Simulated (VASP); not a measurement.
# SnO (P4/nmm) in VASP: notebook, part 2 of 2

VASP 6.6.1. The steps go on from the part before.

### 5 Single point, LDA

This run uses another cell than the first one, of 18.68 Å³/atom, 1.168 times its volume.

File INCAR:

```
PREC = Accurate ; ENCUT = 520
EDIFF = 1E-6 ; ISMEAR = 0
SIGMA = 0.15 ; LREAL = False
LASPH = True ; NELM = 80
ALGO = Normal ; ISIF = 2
LWAVE = False ; LCHARG = False
GGA = CA ; NBANDS = 28
```

File KPOINTS:

```
Automatic mesh
0
Gamma
  10 10 8
```

File POSCAR:

```
SnO
1.0
    3.8548000000      0.0000000000      0.0000000000
    0.0000000000      3.8548000000      0.0000000000
    0.0000000000      0.0000000000      5.0277000000
Sn O
2 2
Direct
    0.0000000000      0.5000000000      0.2457459271
    0.5000000000      0.0000000000      0.7542540729
    0.0000000000      0.0000000000      0.0000000000
    0.5000000000      0.5000000000      0.0000000000
```

Potentials or basis: VASP PAW LDA potentials, release 64 (Sn_d, O).

Started as:

```bash
$ cat potpaw_LDA.64/Sn_d/POTCAR potpaw_LDA.64/O/POTCAR > POTCAR
$ mpirun -np 1 vasp_std > vasp.out
```

OUTCAR:

```text
PREC = Accurate
   ENCUT = 520
   EDIFF = 1E-6
   ISMEAR = 0
   LREAL = False
   LASPH = True
   NELM = 80
   ISIF = 2
   GGA = CA

 ion  position               nearest neighbor table
   1  0.000  0.500  0.246-   3 2.29   4 2.29   3 2.29   4 2.29   2 3.68   2 3.68   2 3.68   2 3.68
                             2 3.74   2 3.74   2 3.74   2 3.74
   2  0.500  0.000  0.754-   3 2.29   4 2.29   4 2.29   3 2.29   1 3.68   1 3.68   1 3.68   1 3.68
                             1 3.74   1 3.74   1 3.74   1 3.74
   3  0.000  0.000  0.000-   1 2.29   2 2.29   1 2.29   2 2.29
   4  0.500  0.500  0.000-   1 2.29   2 2.29   2 2.29   1 2.29

  LATTYP: Found a simple tetragonal cell.
 ALAT       =     3.8548000000
 C/A-ratio  =     1.3042700010

  Lattice vectors:

 A1 = (   3.8548000000,   0.0000000000,   0.0000000000)
 A2 = (   0.0000000000,   3.8548000000,   0.0000000000)
 A3 = (   0.0000000000,   0.0000000000,   5.0277000000)

Analysis of symmetry for initial positions (statically):
=====================================================================
 Subroutine PRICEL returns:
 Original cell was already a primitive cell.

 Routine SETGRP: Setting up the symmetry group for a
 simple tetragonal supercell.

 Subroutine GETGRP returns: Found 16 space group operations
 (whereof  8 operations were pure point group operations)
 out of a pool of 16 trial point group operations.

The static configuration has the point symmetry D_2d.
 The point group associated with its full space group is D_4h.

Analysis of symmetry for dynamics (positions and initial velocities):
=====================================================================
 Subroutine PRICEL returns:
 Original cell was already a primitive cell.

 Routine SETGRP: Setting up the symmetry group for a
 simple tetragonal supercell.

 Subroutine GETGRP returns: Found 16 space group operations
 (whereof  8 operations were pure point group operations)
 out of a pool of 16 trial point group operations.

The dynamic configuration has the point symmetry D_2d.
 The point group associated with its full space group is D_4h.

 Subroutine INISYM returns: Found 16 space group operations
 (whereof  8 operations are pure point group operations),
 and found     1 'primitive' translations

----------------------------------------------------------------------------------------

                                     Primitive cell

  volume of cell :      74.7090

  direct lattice vectors                    reciprocal lattice vectors
     3.854800000  0.000000000  0.000000000     0.259416831  0.000000000  0.000000000
     0.000000000  3.854800000  0.000000000     0.000000000  0.259416831  0.000000000
     0.000000000  0.000000000  5.027700000     0.000000000  0.000000000  0.198898105

  length of vectors
     3.854800000  3.854800000  5.027700000     0.259416831  0.259416831  0.198898105

  position of ions in fractional coordinates (direct lattice)
     0.000000000  0.500000000  0.245745927
     0.500000000  0.000000000  0.754254073
     0.000000000  0.000000000  0.000000000
     0.500000000  0.500000000  0.000000000

  ion indices of the primitive-cell ions
   primitive index   ion index
                 1           1
                 2           2
                 3           3
                 4           4

----------------------------------------------------------------------------------------

 KPOINTS: Automatic mesh

Automatic generation of k-mesh.
 Grid dimensions read from file:
 generate k-points for:   10   10    8

 Generating k-lattice:

  Cartesian coordinates                     Fractional coordinates (reciprocal lattice)
     0.025941683  0.000000000  0.000000000     0.100000000  0.000000000  0.000000000
     0.000000000  0.025941683  0.000000000     0.000000000  0.100000000  0.000000000
     0.000000000  0.000000000  0.024862263     0.000000000  0.000000000  0.125000000

  Length of vectors
     0.025941683  0.025941683  0.024862263

  Shift w.r.t. Gamma in fractional coordinates (k-lattice)
     0.000000000  0.000000000  0.000000000

 Subroutine IBZKPT returns following result:
 ===========================================

 Found    105 irreducible k-points:

 Following reciprocal coordinates:
            Coordinates               Weight
  0.000000  0.000000  0.000000      1.000000
  0.100000  0.000000  0.000000      4.000000
  0.200000  0.000000  0.000000      4.000000
  0.300000  0.000000  0.000000      4.000000
  0.400000  0.000000  0.000000      4.000000
  0.500000  0.000000  0.000000      2.000000
[... 16 lines left out ...]
  0.100000  0.000000  0.125000      8.000000
  0.200000  0.000000  0.125000      8.000000
 [... further k-points ...]
   k-points           NKPTS =    105   k-points in BZ     NKDIM =    105   number of bands    NBANDS=     28
   number of dos      NEDOS =    301   number of ions     NIONS =      4
   total plane-waves  NPLWV =  36000
   dimension x,y,z NGX =    30 NGY =   30 NGZ =   40
   dimension x,y,z NGXF=    60 NGYF=   60 NGZF=   80
   ions per type =               2   2
   NGX,Y,Z   is equivalent  to a cutoff of  12.94, 12.94, 13.23 a.u.
   NGXF,Y,Z  is equivalent  to a cutoff of  25.88, 25.88, 26.45 a.u.
 SYSTEM =  unknown system
   PREC   = accura    normal or accurate (medium, high low for compatibility)
   ISTART =      0    job   : 0-new  1-cont  2-samecut
   ICHARG =      2    charge: 1-file 2-atom 10-const
   ISPIN  =      1    spin polarized calculation?
   LNONCOLLINEAR =      F non collinear calculations
   LSORBIT =      F    spin-orbit coupling
   LASPH  =      T    aspherical Exc in radial PAW
   ENCUT  =  520.0 eV  38.22 Ry    6.18 a.u.   7.17  7.17  9.35*2*pi/ulx,y,z
   NELM   =     80;   NELMIN=  2; NELMDL= -5     # of ELM steps
   EDIFF  = 0.1E-05   stopping-criterion for ELM
   LREAL  =      F    real-space projection
   EDIFFG = 0.1E-04   stopping-criterion for IOM
   NSW    =      0    number of steps for IOM
   IBRION =     -1    ionic relax: 0-MD 1-quasi-New 2-CG
   NFREE  =      0    steps in history (QN), initial steepest desc. (CG)
   ISIF   =      2    stress and relaxation
   ISYM   =      2    0-nonsym 1-usesym 2-fastsym
   POTIM  = 0.5000    time-step for ionic-motion
   TEBEG  =    0.0;   TEEND  =   0.0 temperature during run
   PSTRESS=    0.0 pullay stress
   NELECT =      40.0000    total number of electrons
   NUPDOWN=      -1.0000    fix difference up-down
   EMIN   =  10.00;   EMAX   =-10.00  energy-range for DOS
   EFERMI =   0.00;   METHOD = LEGACY
   ISMEAR =     0;   SIGMA  =   0.15  broadening in eV -4-tet -1-fermi 0-gaus
   EFERMI_NEDOS =   21; number of points for ismear=-14 and -15
   IALGO  =     38    algorithm
   IMIX   =      4    mixing-type and parameters
     AMIX     =   0.40;   BMIX     =  1.00
     AMIX_MAG =   1.60;   BMIX_MAG =  1.00
  volume/ion in A,a.u.               =      18.68       126.04
  Fermi-wavevector in a.u.,A,eV,Ry     =   1.329343  2.512095 24.043584  1.767154
  Thomas-Fermi vector in A             =   2.458513
   LORBIT       =      0    0 simple, 1 ext, 2 COOP (PROOUT), +10 PAW based schemes
   GGA     = CA    functional components
   LHFCALC =     F    Hartree Fock is set to
   AEXX    =    0.0000 exact exchange contribution
   IVDW    =     0    specifies the selected vdW correction
   LEPSILON=     F    determine dielectric tensor
   LRPA    =     F    only Hartree local field effects (RPA)
 non-spin polarized calculation
 Gauss-broadening in eV      SIGMA  =   0.15
  energy-cutoff  :      520.00
  volume of cell :       74.71
 maximum number of plane-waves:      2040
 NGX is ok and might be reduce to    30
   NGX = 15   NGY = 15   NGZ = 19

 number of electron      40.0000001 magnetization

 Free energy of the ion-electron system (eV)
  ---------------------------------------------------
  ext. energy  EPLUGINS =         0.00000000
  ---------------------------------------------------
  free energy    TOTEN  =       -25.45319178 eV

  energy without entropy =      -25.45210264  energy(sigma->0) =      -25.45264721

 E-fermi :   6.0187     XC(G=0): -10.3703

 val. band max:        5.9635022546   @ k =   0.0000   0.0000   0.0000
 cond. band min:       6.1681205998   @ k =   0.5000   0.5000   0.1250
 fundamental gap:      0.2046183452
 Fermi energy:         6.0187343646

 k-point     1 :       0.0000    0.0000    0.0000
  band No.  band energies     occupation
      1     -15.6162      2.00000
      2     -15.3614      2.00000
      3     -15.3428      2.00000
      4     -15.3428      2.00000
      5     -15.3235      2.00000
      6     -15.3000      2.00000
[... 20 lines left out ...]
     27      12.4302      0.00000
[... 691 lines left out ...]
      6     -15.3113      2.00000
[... 20 lines left out ...]
     27      12.9226      0.00000
     28      15.2632      0.00000

 [... further k-points ...]
[... 5 lines left out ...]
  --------------------------------------------------------------------------------------
  -------------------------------------------------------------------------------------
  Total       -4.0122054     -4.0122054     -5.0937867      0.0000000      0.0000000      0.0000000
  in kB      -86.0440193    -86.0440193   -109.2391421      0.0000000      0.0000000      0.0000000
  external PRESSURE =     -93.7757269 kB  Pullay stress =       0.0000000 kB

 VOLUME and BASIS-vectors are now :
 -----------------------------------------------------------------------------
  energy-cutoff  :      520.00
  volume of cell :       74.71
      direct lattice vectors                 reciprocal lattice vectors
     3.854800000  0.000000000  0.000000000     0.259416831  0.000000000  0.000000000
     0.000000000  3.854800000  0.000000000     0.000000000  0.259416831  0.000000000
     0.000000000  0.000000000  5.027700000     0.000000000  0.000000000  0.198898105

 POSITION                                       TOTAL-FORCE (eV/Angst)
 -----------------------------------------------------------------------------------
      0.00000      1.92740      1.23554         0.000000      0.000000     -1.717732
      1.92740      0.00000      3.79216        -0.000000      0.000000      1.717732
      0.00000      0.00000      0.00000        -0.000000     -0.000000      0.000000
      1.92740      1.92740      0.00000        -0.000000      0.000000      0.000000
 -----------------------------------------------------------------------------------
    total drift:                                0.000000      0.000000      0.000000

  FREE ENERGIE OF THE ION-ELECTRON SYSTEM (eV)
  ---------------------------------------------------
  free  energy   TOTEN  =       -25.4531917823 eV

  energy  without entropy=      -25.4521026427  energy(sigma->0) =      -25.45264721
```

OSZICAR:

```text
N       E                     dE             d eps       ncg     rms          rms(c)
DAV:   1     0.410735805820E+03    0.41074E+03   -0.19820E+04  6104   0.212E+03
DAV:   2     0.348657179162E+02   -0.37587E+03   -0.36051E+03  6064   0.534E+02
DAV:   3    -0.261310441429E+02   -0.60997E+02   -0.59702E+02  6768   0.180E+02
DAV:   4    -0.291973119112E+02   -0.30663E+01   -0.30509E+01  6628   0.432E+01
DAV:   5    -0.292720761486E+02   -0.74764E-01   -0.74755E-01  6436   0.735E+00    0.114E+01
DAV:   6    -0.256611750125E+02    0.36109E+01   -0.18346E+01  9460   0.484E+01    0.552E+00
DAV:   7    -0.255174032628E+02    0.14377E+00   -0.25077E+00  6856   0.917E+00    0.245E+00
DAV:   8    -0.254668380548E+02    0.50565E-01   -0.36132E-01  6316   0.359E+00    0.754E-01
DAV:   9    -0.254529387726E+02    0.13899E-01   -0.40461E-02  9416   0.178E+00    0.219E-01
DAV:  10    -0.254537595693E+02   -0.82080E-03   -0.76628E-03  8136   0.743E-01    0.166E-01
DAV:  11    -0.254531726895E+02    0.58688E-03   -0.25438E-03  8924   0.393E-01    0.144E-02
DAV:  12    -0.254531939317E+02   -0.21242E-04   -0.23822E-04  6152   0.105E-01    0.164E-02
DAV:  13    -0.254531923093E+02    0.16225E-05   -0.15714E-05  7104   0.302E-02    0.956E-03
DAV:  14    -0.254531917823E+02    0.52697E-06   -0.28043E-06  4884   0.128E-02
   1 F= -.25453192E+02 E0= -.25452647E+02  d E =-.108914E-02
```

Run time: 73 s. Hardware: 1 thread of Intel Xeon 6975P-C (Granite Rapids), shared host; peak memory 0.28 GiB.

What came out:

```yaml
Free_energy: -25.4532 eV
Pressure: -9.4 GPa
Largest_force: 1.718 eV/Å
Band_gap_on_the_k_mesh: zero (band 20 reaches 5.96 eV, above the bottom of band 21 at 5.94 eV)
```

Forces in eV/Å, atoms in the order of the input:
```
Sn   0.000  0.000 -1.718
Sn   0.000  0.000  1.718
O    0.000  0.000  0.000
O    0.000  0.000  0.000
```

Levels at points of the mesh, in eV from the Fermi level:
```csv
k point,band 16,band 17,band 18,band 19,band 20,band 21,band 22,band 23,band 24,band 25
"(0.00, 0.00, 0.00)",-5.54,-3.06,-2.55,-2.55,-0.06,1.97,4.32,4.33,4.33,5.30
"(0.50, 0.00, 0.00)",-4.53,-4.17,-4.17,-2.65,-2.65,2.81,2.81,5.49,5.49,5.81
"(0.50, 0.50, 0.00)",-4.66,-2.05,-2.05,-1.94,-1.94,-0.08,-0.08,4.10,4.10,6.55
"(0.00, 0.00, 0.50)",-3.49,-3.11,-2.57,-2.57,-2.21,1.84,2.76,2.76,3.65,7.47
"(0.50, 0.00, 0.50)",-4.90,-4.13,-4.13,-1.73,-1.73,2.28,2.28,5.08,5.08,6.32
"(0.50, 0.50, 0.50)",-5.11,-2.75,-2.75,-1.94,-1.94,2.13,2.13,3.61,3.61,5.35
```

Caveat: spin-orbit coupling is left out, which moves the levels of the heavy elements; forces of over 1 eV/Å act on the atoms, so gaps and moduli don't describe the material at rest.

### 6 Overview

```csv
cell,gap on the mesh (eV),pressure (GPa),largest force (eV/Å)
"a = 3.503, b = 3.503, c = 5.214 Å, 4 atoms",none,6.9,0.86
"a = 3.855, b = 3.855, c = 4.841 Å, 4 atoms",-,-7.1,1.06
"a = 3.767, b = 3.767, c = 5.214 Å, 4 atoms",none,-8.3,2.09
"a = 3.855, b = 3.855, c = 5.028 Å, 4 atoms",none,-9.4,1.72
```

Alike in all rows: task single point; level LDA; potentials or basis VASP PAW LDA potentials, release 64 (Sn_d, O); no spin polarisation; k mesh 10 × 10 × 8; cutoff (eV) 520; smearing gaussian 0.15 eV.

Caveats: spin-orbit coupling is left out, which moves the levels of the heavy elements; forces of over 1 eV/Å act on the atoms, so gaps and moduli don't describe the material at rest (some runs).

Absolute energies hang on the potentials; compare differences alone.
